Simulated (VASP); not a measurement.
# Ti3Se (P-6m2) in VASP: single point with PBEsol+U

Aim: the single point of Ti3Se with PBEsol+U.

Program: VASP 6.6.1. These are calculated values, not measurements. Logs are shortened: lines on timing, memory, paths and dates and some standing lists are left out, and cuts for length are marked.

**1. The cell of the first run**

Symmetry: P-6m2, No. 187, hexagonal system. Conventional cell: a = 3.197 Å, b = 3.197 Å, c = 7.943 Å, α = 90.00°, β = 90.00°, γ = 120.00°. Within 3.4 Å of Se (site symmetry -6m2) lie 6 Ti at 2.58 Å and 6 Se at 3.20 Å. Within 3.8 Å of Ti (site symmetry -6m2) lie 12 Ti at 2.85 to 3.20 Å. Within 3.4 Å of Ti (site symmetry 3m) lie 3 Se at 2.58 Å and 9 Ti at 2.85 to 3.20 Å.

**2. Single point, PBEsol+U**

Contents of INCAR:

```
SYSTEM = Ti3Se
PREC = Accurate
ENCUT = 520
EDIFF = 1E-6
ISMEAR = -1
SIGMA = 0.05
LREAL = .False.
LASPH = .True.
NELM = 150
ALGO = Normal
ISIF = 2
LWAVE = .False.
LCHARG = .False.
LMAXMIX = 4
LDAU = .True.
LDAUTYPE = 2
LDAUL = -1 2
LDAUU = 0 8
LDAUJ = 0 0
LDAUPRINT = 1
GGA = PS
NBANDS = 29
```

Contents of KPOINTS:

```
regular mesh
0
Gamma
  10 10 4
  0 0 0
```

Contents of POSCAR:

```
Ti3Se
1.0
    3.1974455988      0.0000000000      0.0000000000
   -1.5987227994      2.7690691158      0.0000000000
    0.0000000000      0.0000000000      7.9427450000
Se Ti
1 3
Direct
    0.0000000000      0.0000000000      0.0000000000
    0.6666666667      0.3333333333      0.5000000000
    0.3333333333      0.6666666667      0.7729020000
    0.3333333333      0.6666666667      0.2270980000
```

Potentials or basis: VASP PAW PBE potentials, release 64 (Se, Ti_sv).

Launch:

```sh
cat potpaw_PBE.64/Se/POTCAR potpaw_PBE.64/Ti_sv/POTCAR > POTCAR
mpirun -np 1 vasp_std > vasp.out
```

OUTCAR:

```text
SYSTEM = Ti3Se
   PREC = Accurate
   ENCUT = 520
   EDIFF = 1E-6
   ISMEAR = -1
   LREAL = .False.
   LASPH = .True.
   NELM = 150
   ISIF = 2
   GGA = PS

 ion  position               nearest neighbor table
   1  0.000  0.000  0.000-   3 2.58   4 2.58   3 2.58   4 2.58   3 2.58   4 2.58
   2  0.667  0.333  0.500-   3 2.85   4 2.85   3 2.85   4 2.85   3 2.85   4 2.85
   3  0.333  0.667  0.773-   1 2.58   1 2.58   1 2.58   2 2.85   2 2.85   2 2.85
   4  0.333  0.667  0.227-   1 2.58   1 2.58   1 2.58   2 2.85   2 2.85   2 2.85

  LATTYP: Found a hexagonal cell.
 ALAT       =     3.1974455988
 C/A-ratio  =     2.4840907389

  Lattice vectors:

 A1 = (   3.1974455988,   0.0000000000,   0.0000000000)
 A2 = (  -1.5987227994,   2.7690691158,   0.0000000000)
 A3 = (   0.0000000000,   0.0000000000,   7.9427450000)

Analysis of symmetry for initial positions (statically):
=====================================================================
 Subroutine PRICEL returns:
 Original cell was already a primitive cell.

 Routine SETGRP: Setting up the symmetry group for a
 hexagonal supercell.

 Subroutine GETGRP returns: Found 12 space group operations
 (whereof 12 operations were pure point group operations)
 out of a pool of 24 trial point group operations.

The static configuration has the point symmetry D_3h.

Analysis of symmetry for dynamics (positions and initial velocities):
=====================================================================
 Subroutine PRICEL returns:
 Original cell was already a primitive cell.

 Routine SETGRP: Setting up the symmetry group for a
 hexagonal supercell.

 Subroutine GETGRP returns: Found 12 space group operations
 (whereof 12 operations were pure point group operations)
 out of a pool of 24 trial point group operations.

The dynamic configuration has the point symmetry D_3h.

 Subroutine INISYM returns: Found 12 space group operations
 (whereof 12 operations are pure point group operations),
 and found     1 'primitive' translations

----------------------------------------------------------------------------------------

                                     Primitive cell

  volume of cell :      70.3247

  direct lattice vectors                    reciprocal lattice vectors
     3.197445599  0.000000000  0.000000000     0.312749653  0.180566096  0.000000000
    -1.598722799  2.769069116  0.000000000     0.000000000  0.361132192  0.000000000
     0.000000000  0.000000000  7.942745000     0.000000000  0.000000000  0.125901058

  length of vectors
     3.197445599  3.197445599  7.942745000     0.361132192  0.361132192  0.125901058

  position of ions in fractional coordinates (direct lattice)
     0.000000000  0.000000000  0.000000000
     0.666666667  0.333333333  0.500000000
     0.333333333  0.666666667  0.772902000
     0.333333333  0.666666667  0.227098000

  ion indices of the primitive-cell ions
   primitive index   ion index
                 1           1
                 2           2
                 3           3
                 4           4

----------------------------------------------------------------------------------------

 KPOINTS: regular mesh

Automatic generation of k-mesh.
 Grid dimensions read from file:
 generate k-points for:   10   10    4

 Generating k-lattice:

  Cartesian coordinates                     Fractional coordinates (reciprocal lattice)
     0.031274965  0.018056610  0.000000000     0.100000000 -0.000000000  0.000000000
     0.000000000  0.036113219  0.000000000     0.000000000  0.100000000  0.000000000
     0.000000000  0.000000000  0.031475265     0.000000000  0.000000000  0.250000000

  Length of vectors
     0.036113219  0.036113219  0.031475265

  Shift w.r.t. Gamma in fractional coordinates (k-lattice)
     0.000000000  0.000000000  0.000000000

 Subroutine IBZKPT returns following result:
 ===========================================

 Found     42 irreducible k-points:

 Following reciprocal coordinates:
            Coordinates               Weight
  0.000000  0.000000  0.000000      1.000000
  0.100000  0.000000  0.000000      6.000000
  0.200000  0.000000  0.000000      6.000000
  0.300000 -0.000000  0.000000      6.000000
  0.400000  0.000000  0.000000      6.000000
  0.500000 -0.000000  0.000000      3.000000
[... 16 lines left out ...]
  0.300000  0.100000  0.250000     24.000000
  0.400000  0.100000  0.250000     24.000000
 [... further k-points ...]
   k-points           NKPTS =     42   k-points in BZ     NKDIM =     42   number of bands    NBANDS=     29
   number of dos      NEDOS =    301   number of ions     NIONS =      4
   total plane-waves  NPLWV =  34560
   dimension x,y,z NGX =    24 NGY =   24 NGZ =   60
   dimension x,y,z NGXF=    48 NGYF=   48 NGZF=  120
   ions per type =               1   3
   NGX,Y,Z   is equivalent  to a cutoff of  12.48, 12.48, 12.56 a.u.
   NGXF,Y,Z  is equivalent  to a cutoff of  24.96, 24.96, 25.12 a.u.
 SYSTEM =  Ti3Se
   PREC   = accura    normal or accurate (medium, high low for compatibility)
   ISTART =      0    job   : 0-new  1-cont  2-samecut
   ICHARG =      2    charge: 1-file 2-atom 10-const
   ISPIN  =      1    spin polarized calculation?
   LNONCOLLINEAR =      F non collinear calculations
   LSORBIT =      F    spin-orbit coupling
   LASPH  =      T    aspherical Exc in radial PAW
   ENCUT  =  520.0 eV  38.22 Ry    6.18 a.u.   5.95  5.95 14.77*2*pi/ulx,y,z
   NELM   =    150;   NELMIN=  2; NELMDL= -5     # of ELM steps
   EDIFF  = 0.1E-05   stopping-criterion for ELM
   LREAL  =      F    real-space projection
[... 7 lines left out ...]
   TEBEG  =    0.0;   TEEND  =   0.0 temperature during run
   PSTRESS=    0.0 pullay stress
   NELECT =      42.0000    total number of electrons
   NUPDOWN=      -1.0000    fix difference up-down
   EMIN   =  10.00;   EMAX   =-10.00  energy-range for DOS
   EFERMI =   0.00;   METHOD = LEGACY
   ISMEAR =    -1;   SIGMA  =   0.05  broadening in eV -4-tet -1-fermi 0-gaus
   EFERMI_NEDOS =   21; number of points for ismear=-14 and -15
   IALGO  =     38    algorithm
   IMIX   =      4    mixing-type and parameters
     AMIX     =   0.40;   BMIX     =  1.00
     AMIX_MAG =   1.60;   BMIX_MAG =  1.00
  volume/ion in A,a.u.               =      17.58       118.64
  Fermi-wavevector in a.u.,A,eV,Ry     =   1.378654  2.605279 25.860428  1.900688
  Thomas-Fermi vector in A             =   2.503696
   LORBIT       =      0    0 simple, 1 ext, 2 COOP (PROOUT), +10 PAW based schemes
 LDA+U is selected, type is set to LDAUTYPE =  2
   angular momentum for each species LDAUL =    -1    2
   U (eV)           for each species LDAUU =   0.0  8.0
   J (eV)           for each species LDAUJ =   0.0  0.0
   GGA     = PS    functional components
   LHFCALC =     F    Hartree Fock is set to
   AEXX    =    0.0000 exact exchange contribution
   IVDW    =     0    specifies the selected vdW correction
   LEPSILON=     F    determine dielectric tensor
   LRPA    =     F    only Hartree local field effects (RPA)
 non-spin polarized calculation
  energy-cutoff  :      520.00
  volume of cell :       70.32
 maximum number of plane-waves:      1918
 NGX is ok and might be reduce to    24
   NGX = 11   NGY = 11   NGZ = 29

atom =   2  type =  2  l = 2

 onsite density matrix

spin component  1

  0.1331  0.0000  0.0000  0.0000  0.0000
  0.0000  0.1641 -0.0000 -0.0000  0.0000
  0.0000 -0.0000  0.1593  0.0000  0.0000
  0.0000 -0.0000  0.0000  0.1641  0.0000
  0.0000  0.0000  0.0000  0.0000  0.1331

spin component  2

  0.1331  0.0000  0.0000  0.0000  0.0000
  0.0000  0.1641 -0.0000 -0.0000  0.0000
  0.0000 -0.0000  0.1593  0.0000  0.0000
  0.0000 -0.0000  0.0000  0.1641  0.0000
  0.0000  0.0000  0.0000  0.0000  0.1331
[... 67 lines left out ...]
 occupancies and eigenvectors

  o =  0.1192  v =  0.3941  0.0000 -0.0000  0.9191  0.0000  0.0000  0.0000  0.0000  0.0000  0.0000      0.0000  0.0000  0.0000  0.0000  0.0000  0.0000  0.0000  0.0000  0.0000  0.0000
  o =  0.1192  v =  0.0000  0.0000  0.0000  0.0000  0.0000  0.3941  0.0000 -0.0000  0.9191  0.0000      0.0000  0.0000  0.0000  0.0000  0.0000  0.0000  0.0000  0.0000  0.0000  0.0000
  o =  0.1192  v =  0.0000  0.9191 -0.0000  0.0000  0.3941  0.0000  0.0000  0.0000  0.0000  0.0000      0.0000  0.0000  0.0000  0.0000  0.0000  0.0000  0.0000  0.0000  0.0000  0.0000
  o =  0.1192  v =  0.0000  0.0000  0.0000  0.0000  0.0000  0.0000  0.9191 -0.0000  0.0000  0.3941      0.0000  0.0000  0.0000  0.0000  0.0000  0.0000  0.0000  0.0000  0.0000  0.0000
  o =  0.1851  v =  0.0000  0.0000  1.0000  0.0000 -0.0000  0.0000  0.0000  0.0000  0.0000  0.0000      0.0000  0.0000  0.0000  0.0000  0.0000  0.0000  0.0000  0.0000  0.0000  0.0000
  o =  0.1851  v =  0.0000  0.0000  0.0000  0.0000  0.0000  0.0000  0.0000  1.0000  0.0000 -0.0000      0.0000  0.0000  0.0000  0.0000  0.0000  0.0000  0.0000  0.0000  0.0000  0.0000
  o =  0.1912  v = -0.9191  0.0000 -0.0000  0.3941  0.0000  0.0000  0.0000  0.0000  0.0000  0.0000      0.0000  0.0000  0.0000  0.0000  0.0000  0.0000  0.0000  0.0000  0.0000  0.0000
  o =  0.1912  v =  0.0000  0.0000  0.0000  0.0000  0.0000 -0.9191  0.0000 -0.0000  0.3941  0.0000      0.0000  0.0000  0.0000  0.0000  0.0000  0.0000  0.0000  0.0000  0.0000  0.0000
  o =  0.1912  v =  0.0000 -0.3941  0.0000 -0.0000  0.9191  0.0000  0.0000  0.0000  0.0000  0.0000      0.0000  0.0000  0.0000  0.0000  0.0000  0.0000  0.0000  0.0000  0.0000  0.0000
  o =  0.1912  v =  0.0000  0.0000  0.0000  0.0000  0.0000  0.0000 -0.3941  0.0000 -0.0000  0.9191      0.0000  0.0000  0.0000  0.0000  0.0000  0.0000  0.0000  0.0000  0.0000  0.0000

 number of electron      42.0000000 magnetization

 Free energy of the ion-electron system (eV)
  ---------------------------------------------------
  ext. energy  EPLUGINS =         0.00000000
  ---------------------------------------------------
  free energy    TOTEN  =       -13.77913397 eV

  energy without entropy =      -13.75669688  energy(sigma->0) =      -13.76791542

 E-fermi :   9.0593     XC(G=0): -11.5620

 val. band max:        9.0548262828   @ k =   0.3000   0.2000   0.0000
 cond. band min:       9.0688127338   @ k =   0.4000   0.2000   0.5000
 fundamental gap:      0.0139864510
 Fermi energy:         9.0593113413

 k-point     1 :       0.0000    0.0000    0.0000
  band No.  band energies     occupation
      1     -50.3437      2.00000
      2     -50.3281      2.00000
      3     -50.1499      2.00000
      4     -26.8218      2.00000
      5     -26.7542      2.00000
      6     -26.4537      2.00000
[... 757 lines left out ...]
     28      11.7794      0.00000
     29      12.0305      0.00000

 [... further k-points ...]

------------------------ aborting loop because EDIFF is reached ----------------------------------------

  FORCE on cell =-STRESS in cart. coord.  units (eV):
  Direction    XX          YY          ZZ          XY          YZ          ZX
  --------------------------------------------------------------------------------------
  -------------------------------------------------------------------------------------
  Total        3.1427470      3.1427470      5.7320684      0.0000000     -0.0000000      0.0000000
  in kB       71.5999022     71.5999022    130.5913377      0.0000000     -0.0000000      0.0000000
  external PRESSURE =      91.2637140 kB  Pullay stress =       0.0000000 kB

 VOLUME and BASIS-vectors are now :
 -----------------------------------------------------------------------------
  energy-cutoff  :      520.00
  volume of cell :       70.32
      direct lattice vectors                 reciprocal lattice vectors
     3.197445599  0.000000000  0.000000000     0.312749653  0.180566096  0.000000000
    -1.598722799  2.769069116  0.000000000     0.000000000  0.361132192  0.000000000
     0.000000000  0.000000000  7.942745000     0.000000000  0.000000000  0.125901058

 POSITION                                       TOTAL-FORCE (eV/Angst)
 -----------------------------------------------------------------------------------
      0.00000      0.00000      0.00000        -0.000000      0.000000      0.000000
      1.59872      0.92302      3.97137         0.000000      0.000000      0.000000
     -0.00000      1.84605      6.13896        -0.000000      0.000000      0.235755
     -0.00000      1.84605      1.80378        -0.000000     -0.000000     -0.235755
 -----------------------------------------------------------------------------------
    total drift:                                0.000001     -0.000000     -0.000000

  FREE ENERGIE OF THE ION-ELECTRON SYSTEM (eV)
  ---------------------------------------------------
  free  energy   TOTEN  =       -13.7791339708 eV

  energy  without entropy=      -13.7566968758  energy(sigma->0) =      -13.76791542
```

Wall time 2.3 min (1 thread of AMD EPYC 7R43 (Zen 3), shared host); peak memory 0.18 GiB.

What came out:

```
Free energy            : -13.7791 eV
Pressure               : 9.1 GPa
Largest force          : 0.236 eV/Å
Band gap on the k mesh : zero (bands 21 and 22 overlap by 0.87 eV)
```

Forces in eV/Å, atoms in the order of the input:
```
Se   0.000  0.000  0.000
Ti   0.000  0.000  0.000
Ti   0.000  0.000  0.236
Ti   0.000  0.000 -0.236
```

Levels at points of the mesh, in eV from the Fermi level:
| k point | band 19 | band 20 | band 21 | band 22 | band 23 | band 24 |
| --- | --- | --- | --- | --- | --- | --- |
| (0.00, 0.00, 0.00) | -1.15 | 0.17 | 0.17 | 0.64 | 0.64 | 0.68 |
| (0.50, 0.00, 0.00) | -1.86 | -1.49 | -1.03 | 0.44 | 0.61 | 0.84 |
| (0.00, 0.00, 0.50) | -0.86 | 0.11 | 0.52 | 0.52 | 0.79 | 0.79 |
| (0.50, 0.00, 0.50) | -1.82 | -1.33 | -1.16 | 0.31 | 0.93 | 1.20 |

Eigenvalues of the final occupation matrices:
| site | spin | trace | eigenvalues |
| --- | --- | --- | --- |
| site 2 d | 1 | 0.75 | 0.13 0.13 0.16 0.16 0.16 |
| site 2 d | 2 | 0.75 | 0.13 0.13 0.16 0.16 0.16 |
| site 3 d | 1 | 0.81 | 0.12 0.12 0.19 0.19 0.19 |
| site 3 d | 2 | 0.81 | 0.12 0.12 0.19 0.19 0.19 |
| site 4 d | 1 | 0.81 | 0.12 0.12 0.19 0.19 0.19 |
| site 4 d | 2 | 0.81 | 0.12 0.12 0.19 0.19 0.19 |

Caveat: the stress differs along the axes, from 7 to 13 GPa; the PAW data sets were made with another functional, which shifts forces and pressure a little; U without spin polarisation on a metal has little footing.
